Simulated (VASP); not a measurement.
PbO2, 6 atoms in the cell. Symmetry: P4_2/mnm, No. 136, tetragonal system. Conventional cell: a = 4.988 Å, b = 4.988 Å, c = 3.403 Å, α = 90.00°, β = 90.00°, γ = 90.00°. Within 2.9 Å of Pb (site symmetry mmm) lie 6 O at 2.17 to 2.18 Å. O (site symmetry m2m) has 3 Pb at 2.17 to 2.18 Å and 1 O at 2.72 Å within 2.9 Å. 

- Program: VASP 6.6.1
- Task: single point
- Functional: r2SCAN
- Potentials or basis: VASP PAW PBE potentials, release 64 (Pb_d, O)
- Cutoff: 520 eV
- k mesh: 8 × 8 × 10
- Occupations: gaussian, width 0.01 eV
- Spin: no spin polarisation
- Dipole correction: no
- Further INCAR settings: ALGO = Normal; EDIFF = 1e-06; NBANDS = 35

Potentials or basis: VASP PAW PBE potentials, release 64 (Pb_d, O).

Command:

```sh
$ cat potpaw_PBE.64/Pb_d/POTCAR potpaw_PBE.64/O/POTCAR > POTCAR
$ cp INCAR.step1 INCAR
$ mpirun -np 1 vasp_std > vasp.out
$ cp INCAR.step2 INCAR
$ mpirun -np 1 vasp_std > vasp.out
```

Hardware: 1 thread of Intel(R) Xeon(R) 6975P-C (Granite Rapids) (shared host).

Estimate the wall time of this run.

Run time: 8.9 min on 1 thread of Intel(R) Xeon(R) 6975P-C (Granite Rapids) (shared host), peak memory 0.35 GiB. Counts: k points 90.
